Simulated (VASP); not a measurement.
AlNi: single point with PBE

AlNi:

```xyz
2
Lattice="2.1107 -2.1107 0.0000 2.1107 2.1107 0.0000 0.0000 0.0000 3.0551" Properties=species:S:1:pos:R:3 pbc="T T T"
Al    0.0000    0.0000    0.0000
Ni    2.1107    0.0000    1.5275
```

```json
{"Program": "VASP 6.6.1", "Task": "single point", "Functional": "PBE", "Potentials or basis": "VASP PAW PBE potentials, release 64 (Al, Ni)", "Cutoff": "520 eV", "k mesh": "16 × 16 × 16", "Occupations": "gaussian, width 0.15 eV", "Spin": "no spin polarisation"}
```

| Quantity | Value |
| --- | --- |
| Pressure | -14.4 GPa |
| Band gap on the k mesh | zero (an odd number of electrons rules out a gap without spin polarisation) |

Stress tensor (GPa, compression positive):
```
-14.06   0.00   0.00
  0.00 -14.06   0.00
  0.00   0.00 -15.10
```

Levels at points of the mesh, in eV from the Fermi level:
| k point | band 5 | band 6 | band 7 | band 8 | band 9 | band 10 |
| --- | --- | --- | --- | --- | --- | --- |
| (0.00, 0.00, 0.00) | -1.32 | -1.26 | 4.48 | 5.23 | 5.23 | 7.59 |
| (0.50, 0.00, 0.00) | -1.85 | -1.24 | -0.53 | 8.08 | 8.96 | 9.33 |
| (0.50, 0.50, 0.00) | -1.78 | -1.78 | -0.83 | 1.40 | 2.00 | 10.57 |
| (0.00, 0.00, 0.50) | -1.86 | -1.20 | -0.67 | 8.10 | 9.58 | 9.58 |
| (0.50, 0.00, 0.50) | -1.71 | -1.69 | -0.88 | 1.20 | 1.83 | 11.07 |
| (0.50, 0.50, 0.50) | -0.81 | 2.09 | 2.12 | 2.12 | 2.60 | 3.84 |

Wall time 2.1 min on 1 thread of Intel Xeon 6975P-C, on a shared host, peak memory 0.36 GiB.

Caveat: the cell stands under tension. Spin polarisation is off, so any magnetic state and its effect on volume and gap are missing.
